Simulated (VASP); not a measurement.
# AlRu: relaxation of cell and atoms with PBE

AlRu:

```
CELL_PARAMETERS angstrom
4.94324 -0.04686 0.19123
-0.04686 4.81041 0.28635
0.19123 0.28635 4.95034
ATOMIC_POSITIONS crystal
Al 0.77910 0.04790 0.58747
Al 0.12384 0.65514 0.11762
Al 0.51087 0.66450 0.79956
Al 0.37089 0.18032 0.88914
Ru 0.03936 0.52468 0.63798
Ru 0.29362 0.05284 0.41030
Ru 0.85061 0.11349 0.07384
Ru 0.60477 0.57442 0.30034
```

```yaml
Program: VASP 6.6.1
Task: relaxation of cell and atoms
Functional: PBE
Potentials_or_basis: VASP PAW PBE potentials, release 64 (Al, Ru_pv)
Cutoff: 600 eV
k_mesh: 3 × 3 × 3
Occupations: gaussian, width 0.1 eV
Spin: no spin polarisation
Dipole_correction: no
Further_INCAR_settings: ALGO = Normal; EDIFF = 1e-06; ISYM = 0; IBRION = 2; EDIFFG = -0.04; NSW = 90; ISIF = 3
```

| Property | Result |
| --- | --- |
| Relaxed volume | 13.56 Å³/atom |
| Relaxed cell | a = 5.194 Å, b = 4.238 Å, c = 5.192 Å, α = 89.98°, β = 108.33°, γ = 90.02° |
| Space group after relaxing (to 0.05 Å) | P4/mmm (No. 123) |
| Energy gained by relaxing | 563.0 meV/atom |
| Ionic steps | 55 |
| Pressure after relaxing | -0.2 GPa |
| Largest force after relaxing | 0.035 eV/Å |
| Band gap on the k mesh | zero (band 34 reaches 11.32 eV, above the bottom of band 35 at 10.24 eV) |

Forces on the atoms (eV/Å):
```
Al   0.028  0.007  0.008
Al  -0.025  0.013 -0.014
Al   0.016  0.007 -0.021
Al  -0.015 -0.018  0.008
Ru  -0.014 -0.005  0.031
Ru   0.000  0.001  0.009
Ru   0.005  0.009 -0.020
Ru   0.004 -0.014 -0.002
```

Stress tensor (GPa, compression positive):
```
-0.22  0.02 -0.03
 0.02 -0.12  0.00
-0.03  0.00 -0.13
```

The path:
| step | energy change (eV) | largest force (eV/Å) | pressure (GPa) | volume (Å³) |
| --- | --- | --- | --- | --- |
| 1 | 0.0000 | 2.6535 | -2.36 | 117.12 |
| 3 | -1.0710 | 1.2573 | 6.41 | 111.59 |
| 5 | -1.7932 | 0.9606 | -8.37 | 120.24 |
| 7 | -2.3822 | 1.3861 | 0.68 | 113.81 |
| 9 | -2.6908 | 0.8837 | 2.04 | 112.40 |
| 11 | -2.8140 | 0.4486 | -3.72 | 115.40 |
| 13 | -2.9153 | 0.7441 | 1.39 | 112.04 |
| 15 | -3.0001 | 0.4413 | 0.11 | 112.57 |
| 17 | -3.0319 | 0.2177 | -0.92 | 112.99 |
| 19 | -3.0409 | 0.1644 | 0.89 | 111.87 |
| 21 | -3.0483 | 0.1329 | -0.09 | 112.35 |
| 23 | -3.0533 | 0.1262 | -0.18 | 112.28 |
| 25 | -3.0626 | 0.2495 | 0.18 | 111.95 |
| 27 | -3.1614 | 0.8852 | 2.04 | 110.36 |
| 29 | -3.2892 | 1.8593 | 5.60 | 108.06 |
| 31 | -3.2906 | 1.8887 | 5.68 | 108.01 |
| 33 | -3.2930 | 2.0060 | 6.05 | 107.82 |
| 35 | -3.3009 | 2.0003 | 5.93 | 107.86 |
| 37 | -3.3356 | 1.9742 | 5.38 | 108.08 |
| 39 | -3.4596 | 1.8720 | 3.28 | 108.94 |
| 41 | -3.7043 | 1.6082 | -3.55 | 112.25 |
| 43 | -3.9928 | 1.2710 | -1.11 | 110.17 |
| 45 | -4.2934 | 0.8194 | 2.04 | 107.79 |
| 47 | -4.4525 | 0.4522 | -0.27 | 108.66 |
| 49 | -4.4937 | 0.1554 | -0.30 | 108.60 |
| 51 | -4.4987 | 0.1015 | -0.38 | 108.62 |
| 53 | -4.5018 | 0.0763 | 0.07 | 108.37 |
| 55 | -4.5036 | 0.0345 | -0.16 | 108.49 |

Final structure:
```yaml
crystal:
  lattice:
    - [5.12998, 0.00006, -0.81153]
    - [-0.00086, 4.23814, 0.00633]
    - [-0.84247, -0.00607, 5.12339]
  atoms:
    - { symbol: Al, position: [0.82060, 0.10190, 0.47699] }
    - { symbol: Al, position: [0.07242, 0.60095, 0.22696] }
    - { symbol: Al, position: [0.57136, 0.60111, 0.72780] }
    - { symbol: Al, position: [0.32212, 0.10255, 0.97661] }
    - { symbol: Ru, position: [0.07139, 0.60206, 0.72633] }
    - { symbol: Ru, position: [0.32119, 0.10132, 0.47666] }
    - { symbol: Ru, position: [0.82206, 0.10118, 0.97750] }
    - { symbol: Ru, position: [0.57190, 0.60222, 0.22741] }
```

Levels at points of the mesh, in eV from the Fermi level:
```csv
k point,band 30,band 31,band 32,band 33,band 34,band 35,band 36,band 37,band 38,band 39
"(0.00, 0.00, 0.00)",-0.95,-0.95,0.23,0.28,0.30,0.83,0.83,1.64,2.36,2.36
```

It took 27 min on 1 thread of AMD EPYC 9R45 96-Core Processor (Zen 5), on a shared host, peak memory 0.24 GiB.

Caveat: the k points lie up to 0.49 Å⁻¹ apart in the final cell.
